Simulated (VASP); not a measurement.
## PtSe2: single point with PBE+D3(BJ)+U

Crystal: PtSe2.

```
CELL_PARAMETERS angstrom
3.72400 0.00000 0.00000
-1.86200 3.22508 0.00000
0.00000 0.00000 5.06200
ATOMIC_POSITIONS crystal
Pt 0.00000 0.00000 0.00240
Se 0.33333 0.66667 0.24704
Se 0.66667 0.33333 0.74704
```

```json
{"Program": "VASP 6.6.1", "Task": "single point", "Functional": "PBE", "Dispersion": "D3(BJ)", "Potentials or basis": "VASP PAW PBE potentials, release 64 (Pt, Se)", "Cutoff": "500 eV", "k mesh": "12 × 12 × 10", "Occupations": "gaussian, width 0.15 eV", "Spin": "no spin polarisation", "Hubbard terms": "Pt d U = 5.0 eV"}
```

The pressure is 0.2 GPa and the largest force is 0.572 eV/Å. The band gap on the k mesh is zero (bands 11 and 12 overlap by 0.64 eV). The dispersion energy per atom is -0.477 eV.

Forces on the atoms (eV/Å):
```
Pt   0.000  0.000 -0.432
Se   0.000  0.000  0.572
Se   0.000  0.000 -0.140
```

Stress tensor (GPa, compression positive):
```
 0.40  0.00  0.00
 0.00  0.40  0.00
 0.00  0.00 -0.18
```

Levels at points of the mesh, in eV from the Fermi level:
| k point | band 8 | band 9 | band 10 | band 11 | band 12 | band 13 | band 14 | band 15 |
| --- | --- | --- | --- | --- | --- | --- | --- | --- |
| (0.00, 0.00, 0.00) | -3.27 | -0.87 | -0.87 | 0.55 | 1.41 | 1.41 | 3.86 | 4.43 |
| (0.50, 0.00, 0.00) | -4.02 | -3.56 | -3.33 | -3.27 | 0.60 | 2.33 | 4.78 | 6.13 |
| (0.00, 0.00, 0.50) | -2.81 | -1.92 | -1.32 | -1.32 | 2.26 | 2.26 | 5.12 | 6.41 |
| (0.50, 0.00, 0.50) | -4.46 | -3.95 | -2.61 | -1.20 | 0.94 | 1.48 | 4.75 | 5.01 |

Eigenvalues of the final occupation matrices:
| site | spin | trace | eigenvalues |
| --- | --- | --- | --- |
| site 1 d | 1 | 4.26 | 0.72 0.72 0.93 0.94 0.94 |
| site 1 d | 2 | 4.26 | 0.72 0.72 0.93 0.94 0.94 |

Run time: 3.4 min on 1 thread of Oxide Virtual Turin-like Processor, with other jobs on the host, peak memory 0.28 GiB.

Caveat: spin-orbit coupling is left out, which moves the levels of the heavy elements; U without spin polarisation on a metal has little footing.
